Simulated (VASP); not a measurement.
# CoSn (P6/mmm) in VASP: a series of runs, part 2 of 2

VASP 6.6.1. Earlier steps stand in the parts before.

### 4 Single point, r2SCAN, collinear spin (16.27 Å³/atom)

This run uses another cell than the first one, of 16.27 Å³/atom.

File POSCAR:

```
CoSn
1.0
    5.2085542902      0.0000000000      0.0000000000
   -2.6042771451      4.5107403323      0.0000000000
    0.0000000000      0.0000000000      4.1548673191
Co Sn
3 3
Direct
    0.0000000000      0.5000000000      0.0000000000
    0.5000000000      0.5000000000      0.0000000000
    0.5000000000      0.0000000000      0.0000000000
    0.6666666667      0.3333333333      0.5000000000
    0.3333333333      0.6666666667      0.5000000000
    0.0000000000      0.0000000000      0.0000000000
```

File INCAR.step1:

```
PREC = Accurate
ENCUT = 520
ISMEAR = 0
SIGMA = 0.05
LREAL = False
LASPH = True
NELM = 150
ISPIN = 2
MAGMOM = 0.05 0.05 0.05 0 0 0
LMAXMIX = 4
NBANDS = 48
GGA = PE
ALGO = Normal
EDIFF = 1E-4
LWAVE = True
LCHARG = False
```

File INCAR.step2:

```
PREC = Accurate
ENCUT = 520
EDIFF = 1E-6
ISMEAR = 0
SIGMA = 0.05
LREAL = False
LASPH = True
NELM = 150
ALGO = Normal
ISIF = 2
LWAVE = False
LCHARG = False
ISPIN = 2
MAGMOM = 0.05 0.05 0.05 0 0 0
LORBIT = 11
LMAXMIX = 4
METAGGA = R2SCAN
LMIXTAU = True
NBANDS = 48
ISTART = 1
```

File KPOINTS:

```
Automatic mesh
0
Gamma
  6 6 8
```

Potentials or basis: VASP PAW PBE potentials, release 64 (Co, Sn_d).

Started as:

```
> cat potpaw_PBE.64/Co/POTCAR potpaw_PBE.64/Sn_d/POTCAR > POTCAR
> cp INCAR.step1 INCAR
> mpirun -np 1 vasp_std > vasp.out
> cp INCAR.step2 INCAR
> mpirun -np 1 vasp_std > vasp.out
```

OUTCAR:

```text
PREC = Accurate
   ENCUT = 520
   EDIFF = 1E-6
   ISMEAR = 0
   LREAL = False
   LASPH = True
   NELM = 150
   ISIF = 2
   ISPIN = 2
   LORBIT = 11
   METAGGA = R2SCAN
   ISTART = 1

 ion  position               nearest neighbor table
   1  0.000  0.500  0.000-   4 2.56   5 2.56   4 2.56   5 2.56   3 2.60   6 2.60   6 2.60   3 2.60
                             2 2.60   2 2.60
   2  0.500  0.500  0.000-   4 2.56   5 2.56   4 2.56   5 2.56   3 2.60   6 2.60   3 2.60   6 2.60
                             1 2.60   1 2.60
   3  0.500  0.000  0.000-   4 2.56   5 2.56   4 2.56   5 2.56   1 2.60   2 2.60   2 2.60   1 2.60
                             6 2.60   6 2.60
   4  0.667  0.333  0.500-   3 2.56   3 2.56   1 2.56   1 2.56   2 2.56   2 2.56   5 3.01   5 3.01
                             5 3.01   6 3.65   6 3.65   6 3.65   6 3.65   6 3.65   6 3.65
   5  0.333  0.667  0.500-   3 2.56   3 2.56   1 2.56   1 2.56   2 2.56   2 2.56   4 3.01   4 3.01
                             4 3.01   6 3.65   6 3.65   6 3.65   6 3.65   6 3.65   6 3.65
   6  0.000  0.000  0.000-   1 2.60   2 2.60   1 2.60   2 2.60   3 2.60   3 2.60   5 3.65   4 3.65
                             5 3.65   4 3.65   4 3.65   4 3.65   5 3.65   5 3.65   4 3.65   5 3.65

  LATTYP: Found a hexagonal cell.
 ALAT       =     5.2085542902
 C/A-ratio  =     0.7977006838

  Lattice vectors:
[... 2580 lines left out ...]
  in kB       33.2124426     33.2124426     33.3742611     -0.0000000      0.0000000     -0.0000000
  external PRESSURE =      33.2663821 kB  Pullay stress =       0.0000000 kB

 VOLUME and BASIS-vectors are now :
 -----------------------------------------------------------------------------
  energy-cutoff  :      520.00
  volume of cell :       97.62
      direct lattice vectors                 reciprocal lattice vectors
     5.208554290  0.000000000  0.000000000     0.191991855  0.110846549  0.000000000
    -2.604277145  4.510740332  0.000000000     0.000000000  0.221693098  0.000000000
     0.000000000  0.000000000  4.154867319     0.000000000  0.000000000  0.240681573

 POSITION                                       TOTAL-FORCE (eV/Angst)
 -----------------------------------------------------------------------------------
     -1.30214      2.25537      0.00000         0.000000      0.000000      0.000000
      1.30214      2.25537      0.00000         0.000000      0.000000      0.000000
      2.60428      0.00000      0.00000         0.000000      0.000000      0.000000
      2.60428      1.50358      2.07743        -0.000000      0.000000      0.000000
     -0.00000      3.00716      2.07743         0.000000     -0.000000     -0.000000
      0.00000      0.00000      0.00000         0.000000      0.000000      0.000000
 -----------------------------------------------------------------------------------
    total drift:                               -0.000000      0.000000     -0.000000

  FREE ENERGIE OF THE ION-ELECTRON SYSTEM (eV)
  ---------------------------------------------------
  free  energy   TOTEN  =      -113.6444960486 eV

  energy  without entropy=     -113.6414939696  energy(sigma->0) =     -113.64299501

 total charge

# of ion       s       p       d       tot
------------------------------------------
    1        0.431   0.525   7.501   8.457
    2        0.431   0.525   7.501   8.457
    3        0.431   0.525   7.501   8.457
    4        1.099   1.354  10.086  12.539
    5        1.099   1.354  10.086  12.539
    6        1.133   1.184  10.053  12.370
--------------------------------------------------
tot          4.624   5.467  52.727  62.818

 magnetization (x)

# of ion       s       p       d       tot
------------------------------------------
    1        0.000  -0.000   0.000   0.000
    2        0.000  -0.000   0.000   0.000
    3        0.000  -0.000   0.000   0.000
    4        0.000  -0.000   0.000  -0.000
    5        0.000  -0.000   0.000  -0.000
    6        0.000  -0.000  -0.000   0.000
--------------------------------------------------
tot          0.000  -0.000   0.000   0.000
```

OUTCAR.step1:

```text
PREC = Accurate
   ENCUT = 520
   ISMEAR = 0
   LREAL = False
   LASPH = True
[... 2620 lines left out ...]
      2.60428      0.00000      0.00000         0.000000      0.000000      0.000000
      2.60428      1.50358      2.07743         0.000000      0.000000      0.000000
     -0.00000      3.00716      2.07743        -0.000000      0.000000     -0.000000
      0.00000      0.00000      0.00000         0.000000      0.000000      0.000000
 -----------------------------------------------------------------------------------
    total drift:                               -0.000000      0.000000     -0.000000

  FREE ENERGIE OF THE ION-ELECTRON SYSTEM (eV)
  ---------------------------------------------------
  free  energy   TOTEN  =       -33.1425068731 eV

  energy  without entropy=      -33.1394149030  energy(sigma->0) =      -33.14096089
```

Wall time 34 min (1 thread of Oxide Virtual Turin-like, shared host); peak memory 0.39 GiB.

What came out:

| Item | Value |
| --- | --- |
| Free energy | -113.6445 eV |
| Pressure | 3.3 GPa |
| Net moment | 0.00 μB per cell |
| Valence electrons inside the program's atomic spheres | Co 8.46; Sn 12.54, 12.37 (each value once) |

Caveat: the cell stands under pressure; the PAW data sets were made with another functional, which shifts forces and pressure a little; spin-orbit coupling is left out, which moves the levels of the heavy elements.

### 5 The runs side by side

```csv
cell,gap on the mesh (eV),pressure (GPa),moment (μB)
"a = 5.244, b = 5.244, c = 4.183 Å, angles 90.0, 90.0, 120.0°, 6 atoms",none,0.3,0.00
"a = 5.363, b = 5.363, c = 4.278 Å, angles 90.0, 90.0, 120.0°, 6 atoms",none,-8.0,0.00
"a = 5.209, b = 5.209, c = 4.155 Å, angles 90.0, 90.0, 120.0°, 6 atoms",none,3.3,0.00
```

Alike in all rows: task single point; level r2SCAN; potentials or basis VASP PAW PBE potentials, release 64 (Co, Sn_d); spin collinear; k mesh 6 × 6 × 8; cutoff (eV) 520; smearing gaussian 0.05 eV.

Caveats: the PAW data sets were made with another functional, which shifts forces and pressure a little; spin-orbit coupling is left out, which moves the levels of the heavy elements; the cell stands under tension (at least some runs); the cell stands under pressure (at least some runs).

Absolute energies hang on the potentials; compare differences alone.
